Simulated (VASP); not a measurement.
Runs of VASP 6.6.1 on Ta. The structure is that of space group Im-3m (No. 229), or close to it. The cells are those of the table. 

```tsv
cell	gap on the mesh (eV)	pressure (GPa)
a = 2.803 Å, angles 110.3, 110.3, 107.8°, 1 atom	none	17.6
a = 2.833 Å, angles 111.1, 111.1, 106.2°, 1 atom	none	10.5
a = 2.861 Å, angles 108.3, 108.3, 111.9°, 1 atom	none	3.6
a = 2.890 Å, angles 107.9, 107.9, 112.7°, 1 atom	none	-2.1
a = 2.846 Å, angles 110.3, 110.3, 107.8°, 1 atom	none	(b)
a = 2.789 Å, angles 109.9, 109.9, 108.6°, 1 atom	none	21.6
a = 2.832 Å, angles 108.7, 108.7, 111.1°, 1 atom	none	10.1
a = 2.818 Å, angles 110.7, 110.7, 107.0°, 1 atom	none	(c)
a = 2.774 Å, angles 109.5°, 1 atom	none	(a)
a = 2.875 Å, angles 108.7, 108.7, 111.1°, 1 atom	none	0.4
```

Alike in all rows: task single point; level PBE; potentials or basis VASP PAW PBE potentials, release 64 (Ta_pv); no spin polarisation; k mesh 20 × 20 × 20; cutoff (eV) 520; smearing gaussian 0.15 eV.

Task: Fill in the values left out.

Result: (a) 25.9; (b) 6.6; (c) 13.9.

Caveats: spin-orbit coupling is left out, which moves the levels of the heavy elements.

A k mesh can miss the band edges, and the runs leave out spin-orbit coupling on Ta.

A gap of «none» marks levels without a gap at the run's occupations.
